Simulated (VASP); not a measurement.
Wanted: the native input for a VASP 6.6.1 run.

```yaml
Task: single point
Functional: PBE
Potentials_or_basis: VASP PAW PBE potentials, release 64 (Cd, Ga_d, O)
Cutoff: 520 eV
k_mesh: 6 × 6 × 4
Occupations: gaussian, width 0.1 eV
Spin: no spin polarisation
Dipole_correction: no
Further_INCAR_settings: ALGO = Normal; EDIFF = 1e-06; NBANDS = 37
```

The structure of CdGa2O3 lies in POSCAR:

```
CdGa2O3
1.0
    3.3444313800      0.0000000000      0.0000000000
    0.0000000000      3.3444313800      0.0000000000
    0.0000000000      0.0000000000      7.3297590600
Cd Ga O
1 2 3
Direct
    0.0000000000      0.0000000000      0.0000000000
    0.0000000000      0.5000000000      0.7340000300
    0.5000000000      0.0000000000      0.2659999700
    0.5000000000      0.5000000000      0.0000000000
    0.0000000000      0.5000000000      0.3820000000
    0.5000000000      0.0000000000      0.6180000000
```

The input as run:

INCAR

```
SYSTEM = CdGa2O3
PREC = Accurate
ENCUT = 520
EDIFF = 1E-6
ISMEAR = 0
SIGMA = 0.1
LREAL = .FALSE.
LASPH = .TRUE.
NELM = 100
ALGO = Normal
ISIF = 2
LWAVE = .FALSE.
LCHARG = .FALSE.
GGA = PE
NBANDS = 37
```

KPOINTS

```
regular mesh
0
G
  6 6 4
  0 0 0
```

Potentials or basis: VASP PAW PBE potentials, release 64 (Cd, Ga_d, O).

Run with:

```console
$ cat potpaw_PBE.64/Cd/POTCAR potpaw_PBE.64/Ga_d/POTCAR potpaw_PBE.64/O/POTCAR > POTCAR
$ mpirun -np 1 vasp_std > vasp.out
```

It gave:

```yaml
Pressure: -4.2 GPa
Largest_force: 4.969 eV/Å
Band_gap_on_the_k_mesh: zero (band 28 reaches 3.49 eV, above the bottom of band 29 at 2.29 eV)
```

Caveat: forces of over 1 eV/Å act on the atoms, so gaps and moduli don't describe the material at rest.

It took 110 s on 1 thread of Oxide Virtual Turin-like Processor, on a shared host, peak memory 0.21 GiB.
